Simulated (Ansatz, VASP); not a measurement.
**ZnS in VASP and in Ansatz**

```
Zn S
1.0
    -2.70465   -2.70465    0.00000
     2.70465   -2.70465    0.00000
     0.00000    0.00000   16.81860
Zn S
4 4
Direct
  0.00000 0.00000 0.60305
  0.50000 0.50000 0.12061
  0.00000 0.00000 0.28142
  0.50000 0.50000 0.44224
  0.50000 0.00000 0.20102
  0.00000 0.50000 0.36183
  0.50000 0.00000 0.52264
  0.00000 0.50000 0.04020
```

Alike in both runs: task single point; functional PBEsol; k mesh 7 × 7 × 3; occupations gaussian, width 0.05 eV; no spin polarisation.

```csv
,VASP,Ansatz
version,VASP 6.6.1,Ansatz 0.2.0
potentials or method,"VASP PAW PBE potentials, release 64 (Zn, S), cutoff 520 eV","scalar-relativistic, plane waves, PAW"
valence electrons in the cell,72,72
```

|  | VASP | Ansatz | Ansatz less VASP |
| --- | --- | --- | --- |
| gap on the k mesh at the Fermi level (eV) | 0.04 | 0.04 | +0.001 |
| least direct gap on the mesh (eV) | 0.11 | 0.11 | +0.001 |
| rms of the force components (eV/Å) | 0.301 | 0.302 | +0.0003 |

VASP's potentials were made for PBE, not for PBEsol. Atom by atom the forces differ by 0.006 eV/Å (rms over components). With one functional, cell and mesh, what is left measures potentials, basis and numerics.
